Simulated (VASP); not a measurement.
# AlNi2 (P-3m1) in VASP: a series of runs

The runs below take AlNi2 through relaxation of cell and atoms, single point, with PBEsol.

Program: VASP 6.6.1. These are calculated values, not measurements. Logs are shortened: lines on timing, memory, paths and dates and some standing lists are left out, and cuts for length are marked.

## (1) The cell of the first run

The structure is trigonal, space group P-3m1 (No. 164). The conventional cell has a = 3.974 Å, b = 3.974 Å, c = 4.904 Å, α = 90.00°, β = 90.00°, γ = 120.00°. Al (site symmetry 3m) has 11 Ni at 2.37 to 2.75 Å and 3 Al at 2.96 Å within 3.1 Å. Within 3.1 Å of Ni (site symmetry 3m) lie 5 Al at 2.37 to 2.48 Å and 9 Ni at 2.47 to 2.93 Å. Ni (site symmetry -3m) has 8 Ni at 2.45 to 2.47 Å and 6 Al at 2.75 Å within 3.2 Å. Ni (site symmetry -3m) has 8 Ni at 2.45 to 2.77 Å and 6 Al at 2.48 Å within 3.2 Å.

## (2) Relaxation of cell and atoms, PBEsol

Contents of INCAR:

```
SYSTEM = AlNi2
PREC = Accurate
ENCUT = 600
EDIFF = 1E-6
ISMEAR = 0
SIGMA = 0.1
LREAL = .False.
LASPH = .True.
NELM = 60
ALGO = Fast
ISIF = 3
LWAVE = .False.
LCHARG = .False.
GGA = PS
IBRION = 2
NSW = 100
EDIFFG = -0.005
```

Contents of KPOINTS:

```
Automatic mesh
0
Gamma
  12 12 8
  0 0 0
```

Contents of POSCAR:

```
AlNi2
1.0
    3.9740030242      0.0000000000      0.0000000000
   -1.9870015121      3.4415875737      0.0000000000
    0.0000000000      0.0000000000      4.9042588200
Al Ni
2 4
Direct
    0.3333333300      0.6666666700      0.1898740600
    0.6666666700      0.3333333300      0.8101259400
    0.3333333300      0.6666666700      0.6851100400
    0.6666666700      0.3333333300      0.3148899600
    0.0000000000      0.0000000000      0.5000000000
    0.0000000000      0.0000000000      0.0000000000
```

Potentials or basis: VASP PAW PBE potentials, release 64 (Al, Ni).

Command:

```sh
$ cat potpaw_PBE.64/Al/POTCAR potpaw_PBE.64/Ni/POTCAR > POTCAR
$ mpirun -np 1 vasp_std > vasp.out
```

OUTCAR:

```text
SYSTEM = AlNi2
   PREC = Accurate
   ENCUT = 600
   EDIFF = 1E-6
   ISMEAR = 0
   LREAL = .False.
   LASPH = .True.
   NELM = 60
   ISIF = 3
   GGA = PS
   IBRION = 2
   NSW = 100
   EDIFFG = -0.005

 ion  position               nearest neighbor table
   1  0.333  0.667  0.190-   4 2.37   4 2.37   4 2.37   3 2.43   3 2.48   6 2.48   6 2.48   6 2.48
                             5 2.75   5 2.75   5 2.75   2 2.96   2 2.96   2 2.96
   2  0.667  0.333  0.810-   3 2.37   3 2.37   3 2.37   4 2.43   4 2.48   6 2.48   6 2.48   6 2.48
                             5 2.75   5 2.75   5 2.75   1 2.96   1 2.96   1 2.96
   3  0.333  0.667  0.685-   2 2.37   2 2.37   2 2.37   1 2.43   5 2.47   5 2.47   5 2.47   1 2.48
                             6 2.77   6 2.77   6 2.77   4 2.93   4 2.93   4 2.93
   4  0.667  0.333  0.315-   1 2.37   1 2.37   1 2.37   2 2.43   5 2.47   5 2.47   5 2.47   2 2.48
                             6 2.77   6 2.77   6 2.77   3 2.93   3 2.93   3 2.93
   5  0.000  0.000  0.500-   6 2.45   6 2.45   3 2.47   4 2.47   4 2.47   3 2.47   4 2.47   3 2.47
                             1 2.75   2 2.75   1 2.75   2 2.75   2 2.75   1 2.75
   6  0.000  0.000  0.000-   5 2.45   5 2.45   1 2.48   2 2.48   2 2.48   1 2.48   2 2.48   1 2.48
                             3 2.77   4 2.77   4 2.77   3 2.77   3 2.77   4 2.77

  LATTYP: Found a hexagonal cell.
 ALAT       =     3.9740030242
 C/A-ratio  =     1.2340853266

  Lattice vectors:

 A1 = (   3.9740030242,   0.0000000000,   0.0000000000)
 A2 = (  -1.9870015121,   3.4415875737,   0.0000000000)
 A3 = (   0.0000000000,   0.0000000000,   4.9042588200)

Analysis of symmetry for initial positions (statically):
=====================================================================
 Subroutine PRICEL returns:
 Original cell was already a primitive cell.

 Routine SETGRP: Setting up the symmetry group for a
 hexagonal supercell.

 Subroutine GETGRP returns: Found 12 space group operations
 (whereof 12 operations were pure point group operations)
 out of a pool of 24 trial point group operations.

The static configuration has the point symmetry D_3d.

Analysis of symmetry for dynamics (positions and initial velocities):
=====================================================================
 Subroutine PRICEL returns:
 Original cell was already a primitive cell.

 Routine SETGRP: Setting up the symmetry group for a
 hexagonal supercell.

 Subroutine GETGRP returns: Found 12 space group operations
 (whereof 12 operations were pure point group operations)
 out of a pool of 24 trial point group operations.

The dynamic configuration has the point symmetry D_3d.

[... 131 lines left out ...]
   GGA     = PS    functional components
   LHFCALC =     F    Hartree Fock is set to
   AEXX    =    0.0000 exact exchange contribution
   IVDW    =     0    specifies the selected vdW correction
   LEPSILON=     F    determine dielectric tensor
   LRPA    =     F    only Hartree local field effects (RPA)
 conjugate gradient relaxation of ions
 non-spin polarized calculation
 RMM-DIIS sequential band-by-band and
 Gauss-broadening in eV      SIGMA  =   0.10
  energy-cutoff  :      600.00
  volume of cell :       67.07
 maximum number of plane-waves:      2262
   NGX = 15   NGY = 15   NGZ = 19

--------------------------------------- Ionic step        1  -------------------------------------------

 number of electron      46.0000011 magnetization

 Free energy of the ion-electron system (eV)
  ---------------------------------------------------
  ext. energy  EPLUGINS =         0.00000000
  ---------------------------------------------------
  free energy    TOTEN  =       -35.82388656 eV

  energy without entropy =      -35.81001823  energy(sigma->0) =      -35.81695239

------------------------ aborting loop because EDIFF is reached ----------------------------------------

  FORCE on cell =-STRESS in cart. coord.  units (eV):
  Direction    XX          YY          ZZ          XY          YZ          ZX
  --------------------------------------------------------------------------------------
  -------------------------------------------------------------------------------------
  Total        0.1393949      0.1393949      0.1306409      0.0000000     -0.0000000     -0.0000000
  in kB        3.3296378      3.3296378      3.1205380      0.0000000     -0.0000000     -0.0000000
  external PRESSURE =       3.2599379 kB  Pullay stress =       0.0000000 kB
[... 101 lines left out ...]
  FREE ENERGIE OF THE ION-ELECTRON SYSTEM (eV)
  ---------------------------------------------------
  free  energy   TOTEN  =       -35.8240806874 eV

  energy  without entropy=      -35.8101793032  energy(sigma->0) =      -35.81713000

[... ionic steps 4 to 12 ...]

--------------------------------------- Ionic step       13  -------------------------------------------

 number of electron      46.0000008 magnetization

------------------------ aborting loop because EDIFF is reached ----------------------------------------
[... 75 lines left out ...]
--------------------------------------- Ionic step       15  -------------------------------------------

 number of electron      46.0000008 magnetization

 Free energy of the ion-electron system (eV)
  ---------------------------------------------------
  ext. energy  EPLUGINS =         0.00000000
  ---------------------------------------------------
  free energy    TOTEN  =       -35.82480942 eV

  energy without entropy =      -35.81113555  energy(sigma->0) =      -35.81797249

 E-fermi :   9.9417     XC(G=0): -12.7430

 val. band max:        9.9344334483   @ k =  -0.1667   0.5000   0.1250
 cond. band min:       9.9422889274   @ k =   0.2500   0.1667   0.2500
 fundamental gap:      0.0078554791
 Fermi energy:         9.9416881190

 k-point     1 :       0.0000    0.0000    0.0000
  band No.  band energies     occupation
      1      -0.6636      2.00000
      2       4.6525      2.00000
      3       4.8349      2.00000
      4       6.1157      2.00000
      5       6.1157      2.00000
      6       6.6039      2.00000
[... 709 lines left out ...]
     26      13.8175      0.00000
     27      15.0789      0.00000

 [... further k-points ...]

------------------------ aborting loop because EDIFF is reached ----------------------------------------

  FORCE on cell =-STRESS in cart. coord.  units (eV):
  Direction    XX          YY          ZZ          XY          YZ          ZX
  --------------------------------------------------------------------------------------
  -------------------------------------------------------------------------------------
  Total       -0.0070866     -0.0070866      0.0122498      0.0000000      0.0000000      0.0000000
  in kB       -0.1691256     -0.1691256      0.2923485      0.0000000      0.0000000      0.0000000
  external PRESSURE =      -0.0153009 kB  Pullay stress =       0.0000000 kB
[... 21 lines left out ...]
  FREE ENERGIE OF THE ION-ELECTRON SYSTEM (eV)
  ---------------------------------------------------
  free  energy   TOTEN  =       -35.8248094233 eV

  energy  without entropy=      -35.8111355503  energy(sigma->0) =      -35.81797249

 reached required accuracy - stopping structural energy minimisation
```

Wall time 18 min (1 thread of Intel Xeon Platinum 8488C (Sapphire Rapids), shared host); peak memory 0.37 GiB.

Results:

| Quantity | Value |
| --- | --- |
| Free energy | -35.8248 eV |
| Relaxed volume | 11.19 Å³/atom |
| Relaxed cell | a = 3.975 Å, b = 3.975 Å, c = 4.905 Å, α = 90.00°, β = 90.00°, γ = 120.00° |
| Space group after relaxing (to 0.1 Å) | P-3m1 (No. 164) |
| Energy gained by relaxing | 0.2 meV/atom |
| Ionic steps | 15 |
| Pressure after relaxing | 0.0 GPa |
| Largest force after relaxing | 0.005 eV/Å |
| Band gap on the k mesh | zero (bands 23 and 24 overlap by 4.26 eV) |

Forces on the atoms (eV/Å):
```
Al   0.000  0.000  0.004
Al   0.000  0.000 -0.004
Ni   0.000  0.000 -0.005
Ni   0.000  0.000  0.005
Ni   0.000  0.000  0.000
Ni   0.000  0.000  0.000
```

Step by step:
```
step  energy change (eV)  largest force (eV/Å)  pressure (GPa)  volume (Å³)
   1              0.0000                0.0637            0.33        67.07
   2             -0.0001                0.0391           -0.42        67.30
   3             -0.0002                0.0500           -0.25        67.20
   4             -0.0005                0.0272           -0.10        67.17
   5             -0.0006                0.0388           -0.04        67.16
   6             -0.0008                0.0213            0.07        67.12
   7             -0.0008                0.0172            0.05        67.11
   8             -0.0008                0.0084            0.17        67.09
   9             -0.0009                0.0128            0.02        67.16
  10             -0.0009                0.0134           -0.05        67.17
  11             -0.0009                0.0133           -0.05        67.17
  12             -0.0009                0.0099           -0.16        67.17
  13             -0.0009                0.0075           -0.14        67.17
  14             -0.0009                0.0054           -0.06        67.14
  15             -0.0009                0.0047            0.00        67.13
```

Final structure:
```cif
data_structure
_symmetry_space_group_name_H-M 'P 1'
_symmetry_Int_Tables_number 1
_cell_length_a 3.9753
_cell_length_b 3.9753
_cell_length_c 4.9053
_cell_angle_alpha 90.000
_cell_angle_beta 90.000
_cell_angle_gamma 120.000
_cell_volume 67.13
loop_
_atom_site_label
_atom_site_type_symbol
_atom_site_fract_x
_atom_site_fract_y
_atom_site_fract_z
_atom_site_occupancy
Al1 Al 0.33333 0.66667 0.19242 1
Al2 Al 0.66667 0.33333 0.80758 1
Ni1 Ni 0.33333 0.66667 0.68724 1
Ni2 Ni 0.66667 0.33333 0.31276 1
Ni3 Ni 0.00000 0.00000 0.50000 1
Ni4 Ni 0.00000 0.00000 0.00000 1
```

Levels at points of the mesh, in eV from the Fermi level:
```
           k point  band 21  band 22  band 23  band 24  band 25  band 26
(0.00, 0.00, 0.00)    -0.53    -0.53     0.70     3.16     3.16     3.86
(0.50, 0.00, 0.00)    -0.74    -0.63    -0.55    -0.31     0.95     1.81
(0.00, 0.00, 0.50)    -0.69    -0.69     3.90     4.03     4.03     4.26
(0.50, 0.00, 0.50)    -0.81    -0.64    -0.38    -0.26     1.71     1.83
```

Caveat: the PAW data sets were made with another functional, which shifts forces and pressure a little. Spin polarisation is off, so any magnetic state and its effect on volume and gap are missing.

[end of part 1 of 2]
